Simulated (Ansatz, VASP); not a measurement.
# As in VASP and in Ansatz

```
As
1.0
     3.61882    0.00000    0.00000
    -1.80941    3.13399    0.00000
     0.00000    0.00000   22.50000
As
2
Direct
  0.33333 0.66667 0.60109
  0.00000 0.00000 0.66133
```

Alike in both runs: task single point; functional PBE; k mesh 12 × 12 × 1; occupations gaussian, width 0.04 eV; no spin polarisation.

|  | VASP | Ansatz |
| --- | --- | --- |
| version | VASP 6.6.1 | Ansatz 0.2.0 |
| potentials or method | VASP PAW PBE potentials, release 64 (As), cutoff 400 eV | scalar-relativistic, plane waves, PAW |
| valence electrons in the cell | 10 | 30 |

|  | VASP | Ansatz | Ansatz less VASP |
| --- | --- | --- | --- |
| gap on the k mesh at the Fermi level (eV) | 1.80 | 1.80 | -0.003 |
| least direct gap on the mesh (eV) | 1.95 | 1.96 | +0.014 |
| rms of the force components (eV/Å) | 0.290 | 0.237 | -0.0522 |

Atom by atom the forces differ by 0.052 eV/Å (rms over components). VASP's potentials hold 10 valence electrons a cell and Ansatz's 30, so a difference there can come from the potentials and not from the codes.
